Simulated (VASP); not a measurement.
Write the native input for VASP 6.6.1 that does the following.

* Task: single point
* Functional: PBE
* Potentials or basis: VASP PAW PBE potentials, release 64 (Ti_sv, Si)
* Cutoff: 520 eV
* k mesh: 7 × 7 × 6
* Occupations: fermi-dirac, width 0.1 eV
* Spin: no spin polarisation
* Dipole correction: no
* Further INCAR settings: ALGO = Normal; EDIFF = 1e-06; NBANDS = 29

The structure of TiSi2 lies in POSCAR:

```
TiSi2
1.0
    1.7651050000     -6.7592820000      0.0000000000
    1.7651050000      6.7592820000      0.0000000000
    0.0000000000      0.0000000000      3.5651740000
Ti Si
2 4
Direct
    0.8968820000      0.1031180000      0.7500000000
    0.1031180000      0.8968820000      0.2500000000
    0.5582510000      0.4417490000      0.7500000000
    0.4417490000      0.5582510000      0.2500000000
    0.2496850000      0.7503150000      0.7500000000
    0.7503150000      0.2496850000      0.2500000000
```

The input as run:

INCAR

```
ALGO     = Normal         # electronic algorithm
EDIFF    = 1E-6           # SCF threshold, eV
ENCUT    = 520            # plane-wave cutoff, eV
GGA      = PE             # functional
ISIF     = 2              # what is computed and relaxed
ISMEAR   = -1             # smearing method
LASPH    = T              # aspherical terms in the spheres
LCHARG   = F              # write CHGCAR
LREAL    = F              # projectors in reciprocal space
LWAVE    = F              # write WAVECAR
NBANDS   = 29             # bands
NELM     = 100            # most SCF steps
PREC     = Accurate       # precision mode
SIGMA    = 0.1            # smearing width, eV
```

KPOINTS

```
k-points
0
Gamma
  7 7 6
```

Potentials or basis: VASP PAW PBE potentials, release 64 (Ti_sv, Si).

Run with:

```sh
$ cat potpaw_PBE.64/Ti_sv/POTCAR potpaw_PBE.64/Si/POTCAR > POTCAR
$ mpirun -np 1 vasp_std > vasp.out
```

Results of the run:

The pressure is 1.9 GPa and the largest force is 0.181 eV/Å. The band gap on the k mesh is zero (bands 20 and 21 overlap by 0.87 eV).

Run time: 2.8 min on 1 thread of AMD EPYC 9R45 96-Core Processor (Zen 5), on a shared host, peak memory 0.31 GiB.
